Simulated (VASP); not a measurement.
Runs of VASP 6.6.1 on Si. The structure is that of space group P6_3/mmc (No. 194), or close to it. The cells are those of the table. 

| task | cell | k mesh | cutoff (eV) | gap on the mesh (eV) | pressure (GPa) |
| --- | --- | --- | --- | --- | --- |
| single point | a = 2.597, b = 2.597, c = 4.376 Å, angles 90.0, 90.0, 120.0°, 2 atoms | 15 × 15 × 8 | 520 | none | 13.6 |
| single point | a = 2.710, b = 2.710, c = 4.567 Å, angles 90.0, 90.0, 120.0°, 2 atoms | 22 × 22 × 11 | 520 | none | -0.5 |
| single point | a = 2.636, b = 2.636, c = 4.442 Å, angles 90.0, 90.0, 120.0°, 2 atoms | 15 × 15 × 8 | 520 | none | (a) |
| single point | a = 2.814, b = 2.814, c = 4.743 Å, angles 90.0, 90.0, 120.0°, 2 atoms | 15 × 15 × 8 | 520 | none | -7.8 |
| relaxation of cell and atoms | relaxed from a = 2.769, b = 2.769, c = 4.522 Å, angles 90.0, 90.0, 120.0°, 2 atoms | 13 × 13 × 7 | 600 | none | 0.0 |

Alike in all rows: level revPBE; potentials or basis VASP PAW PBE potentials, release 64 (Si); no spin polarisation; smearing fermi-dirac 0.1 eV.

**Question.** Fill in the values left out.

**Answer.** (a) 7.7.

Caveats: the PAW data sets were made with another functional, which shifts forces and pressure a little.

A gap of «none» marks levels without a gap at the run's occupations.
